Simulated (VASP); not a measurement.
## CsI: single point with LDA

The system is CsI.

```
Cs I
1.0
     4.40171    0.00000    0.00000
     0.00000    4.40171    0.00000
     0.00000    0.00000    4.40171
Cs I
1 1
Direct
  0.00000 0.00000 0.00000
  0.50000 0.50000 0.50000
```

```json
{
 "Program": "VASP 6.6.1",
 "Task": "single point",
 "Functional": "LDA",
 "Potentials or basis": "VASP PAW LDA potentials, release 64 (Cs_sv, I)",
 "Cutoff": "500 eV",
 "k mesh": "6 × 6 × 6",
 "Occupations": "gaussian, width 0.01 eV",
 "Spin": "no spin polarisation"
}
```

The pressure is 0.1 GPa and the band gap on the k mesh is 3.77 eV (least direct gap 3.83 eV).

Levels at points of the mesh, in eV from the valence-band top:
| k point | band 5 | band 6 | band 7 | band 8 | band 9 | band 10 | band 11 | band 12 |
| --- | --- | --- | --- | --- | --- | --- | --- | --- |
| (0.00, 0.00, 0.00) | -6.91 | -0.06 | -0.06 | -0.06 | 3.77 | 3.77 | 3.94 | 7.91 |
| (0.50, 0.00, 0.00) | -6.81 | -1.91 | -0.33 | -0.33 | 4.90 | 6.58 | 6.75 | 7.02 |
| (0.50, 0.50, 0.00) | -6.75 | -0.94 | -0.94 | 0.00 | 3.96 | 4.77 | 5.98 | 5.98 |
| (0.50, 0.50, 0.50) | -7.27 | -1.65 | -1.65 | -1.65 | 7.36 | 7.36 | 7.36 | 8.28 |

It took 18 s on 1 thread of Intel Xeon 8259CL, on a shared host, peak memory 0.16 GiB.

Caveat: spin-orbit coupling is left out, which moves the levels of the heavy elements. A k mesh can miss the band edges.
